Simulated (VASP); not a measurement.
GaN, 14 atoms in the cell. The cell holds a slab with vacuum, 14 atoms: a = 3.181 Å, b = 4.498 Å, c = 24.542 Å, α = 90.00°, β = 90.00°, γ = 90.00°. 

```yaml
Program: VASP 6.6.1
Task: single point
Functional: PBEsol
Potentials_or_basis: VASP PAW PBE potentials, release 64 (Ga_d, N)
Cutoff: 520 eV
k_mesh: 8 × 6 × 1
Occupations: gaussian, width 0.05 eV
Spin: no spin polarisation
Dipole_correction: yes
Further_INCAR_settings: ALGO = Normal; EDIFF = 1e-06; NBANDS = 76
```

Potentials or basis: VASP PAW PBE potentials, release 64 (Ga_d, N).

Run with:

```sh
$ cat potpaw_PBE.64/Ga_d/POTCAR potpaw_PBE.64/N/POTCAR > POTCAR
$ mpirun -np 1 vasp_std > vasp.out
```

Hardware: 1 thread of Intel(R) Xeon(R) 6975P-C (Granite Rapids), with other jobs on the host.

Question: Estimate the wall time of this run.

Answer: Wall time 9.7 min on 1 thread of Intel(R) Xeon(R) 6975P-C (Granite Rapids) (shared host), peak memory 0.6 GiB. Counts: scf iterations 27, k points 20.
